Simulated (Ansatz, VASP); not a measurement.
# HfO2 in VASP and in Ansatz

The input INCAR:

```
PREC = Accurate ; ENCUT = 520
EDIFF = 1E-7 ; ISMEAR = -1
SIGMA = 0.05 ; LREAL = F
LASPH = T ; NELM = 60
ALGO = Normal ; ISIF = 2
LWAVE = F ; LCHARG = T
GGA = RP ; LELF = T
LVHAR = T ; NBANDS = 56
```

The input KPOINTS:

```
regular mesh
0
Gamma
  5 5 6
```

POSCAR

```
HfO2
1.0
    5.0803194000      0.0000000000      0.0000000000
    0.0000000000      5.1648674500      0.0000000000
    0.0000000000      0.0000000000      4.8908836500
Hf O
4 8
Direct
    0.2225908200      0.7817995800      0.2720679400
    0.7225908200      0.7182004200      0.7279320600
    0.7774091800      0.2182004200      0.2720679400
    0.2774091800      0.2817995800      0.7279320600
    0.1868153200      0.1636487800      0.1045346200
    0.6868153200      0.3363512200      0.8954653800
    0.8131846800      0.8363512200      0.1045346200
    0.3131846800      0.6636487800      0.8954653800
    0.0000000000      0.5000000000      0.4890544500
    0.5000000000      0.0000000000      0.5109455500
    0.0000000000      0.0000000000      0.5756249900
    0.5000000000      0.5000000000      0.4243750100
```

The input input.yaml:

```yaml
crystal:
  lattice:
    - [5.0803194, 0.0, 0.0]
    - [0.0, 5.16486745, 0.0]
    - [0.0, 0.0, 4.89088365]
  atoms:
    - { symbol: Hf, position: [0.22259082, 0.78179958, 0.27206794] }
    - { symbol: Hf, position: [0.72259082, 0.71820042, 0.72793206] }
    - { symbol: Hf, position: [0.77740918, 0.21820042, 0.27206794] }
    - { symbol: Hf, position: [0.27740918, 0.28179958, 0.72793206] }
    - { symbol: O, position: [0.18681532, 0.16364878, 0.10453462] }
    - { symbol: O, position: [0.68681532, 0.33635122, 0.89546538] }
    - { symbol: O, position: [0.81318468, 0.83635122, 0.10453462] }
    - { symbol: O, position: [0.31318468, 0.66364878, 0.89546538] }
    - { symbol: O, position: [0.0, 0.5, 0.48905445] }
    - { symbol: O, position: [0.5, 0.0, 0.51094555] }
    - { symbol: O, position: [0.0, 0.0, 0.57562499] }
    - { symbol: O, position: [0.5, 0.5, 0.42437501] }
hamiltonian:
  xc: rpbe
  pseudopotentials: { kind: paw }
kpoints:
  mp_grid: { grid: [5, 5, 6] }
  band_path:
    path:
      - [[0.0, 0.0, 0.0], [0.0, 0.0, 0.5], [0.5, 0.0, 0.5], [0.5, 0.0, 0.0], [0.0, 0.0, 0.0], [0.0, 0.5, 0.0], [0.0, 0.5, 0.5], [0.5, 0.5, 0.5], [0.5, 0.5, 0.0], [0.0, 0.5, 0.0]]
      - [[0.5, 0.0, 0.0], [0.5, 0.5, 0.0]]
      - [[0.0, 0.5, 0.5], [0.0, 0.0, 0.5]]
      - [[0.5, 0.0, 0.5], [0.5, 0.5, 0.5]]
    npoints: 10
scf:
  occupations: { method: fermi_dirac, width: 0.05 }
  n_extra_bands: 30
output:
  forces: true
  stress: true
  eigenvalues: true
  fatbands: false
  write_density: true
  write_potential: true
  elf: true
  volumetric_format: npy
```

Alike in both runs: functional RPBE; k mesh 5 × 5 × 6; occupations fermi-dirac, width 0.05 eV; no spin polarisation.

|  | VASP | Ansatz |
| --- | --- | --- |
| version | VASP 6.6.1 | Ansatz 0.2.0 |
| potentials or method | VASP PAW PBE potentials, release 64 (Hf_pv, O) | Ansatz PAW |
| plane-wave cutoff (eV) | 520 | 420 |
| valence electrons in the cell | 88 | 152 |
| task | single point | band structure |

Ansatz gave:

```
gap on the k mesh at the Fermi level (eV)                     : 3.93
least direct gap on the mesh (eV)                             : 3.93
pressure (GPa)                                                : 15.3
traceless stress, the component that is largest in VASP (GPa) : -0.68
rms of the force components (eV/Å)                            : 0.102
```

**Question.** Which values does VASP return?

**Answer.** gap on the k mesh at the Fermi level (eV): 3.90; least direct gap on the mesh (eV): 3.90; pressure (GPa): 11.7; traceless stress, the component that is largest in VASP (GPa): -0.48; rms of the force components (eV/Å): 0.062.

VASP's potentials were made for PBE, not for RPBE. Atom by atom the forces differ by 0.044 eV/Å (rms over components). The functional is the same, so the differences come from potentials, cutoffs and numerics. VASP's potentials hold 88 valence electrons a cell and Ansatz's 152, so a difference there can come from the potentials and not from the codes.

Spin-orbit coupling is off throughout.
